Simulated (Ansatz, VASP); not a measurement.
# Al2Rh in VASP and in Ansatz

```xyz
6
Lattice="4.4761 0.0000 0.0000 -2.2380 3.8764 0.0000 0.0000 0.0000 5.6193" Properties=species:S:1:pos:R:3 pbc="T T T"
Al    0.0000    2.5843    4.2145
Al    2.2380    1.2921    1.4048
Al    0.0000    0.0000    0.0000
Al    0.0000    0.0000    2.8096
Rh    0.0000    2.5843    1.4048
Rh    2.2380    1.2921    4.2145
```

Change from the starting cell: species swapped into the Tm2In type (P6_3/mmc, No. 194).

Alike in both runs: task relaxation of cell and atoms; functional PBE; k mesh 6 × 6 × 4; occupations gaussian, width 0.1 eV; no spin polarisation.

|  | VASP | Ansatz |
| --- | --- | --- |
| version | VASP 6.6.1 | Ansatz 0.2.0 |
| potentials or method | VASP PAW PBE potentials, release 64 (Al, Rh_pv), cutoff 600 eV | scalar-relativistic, plane waves, PAW |
| valence electrons in the cell | 42 | 46 |

Ansatz gave:

- gap on the k mesh at the Fermi level, each at its own relaxed structure (eV): none
- relaxed volume (Å³/atom): 14.49
- relaxed cell length with the largest relative difference (Å): 5.356

Question: Estimate VASP's values.

Answer: gap on the k mesh at the Fermi level, each at its own relaxed structure (eV): none; relaxed volume (Å³/atom): 14.47; relaxed cell length with the largest relative difference (Å): 5.349.

A gap of «none» marks a metal or a gap that the smearing closes. VASP's potentials hold 42 valence electrons a cell and Ansatz's 46, so a difference there can come from the potentials and not from the codes.
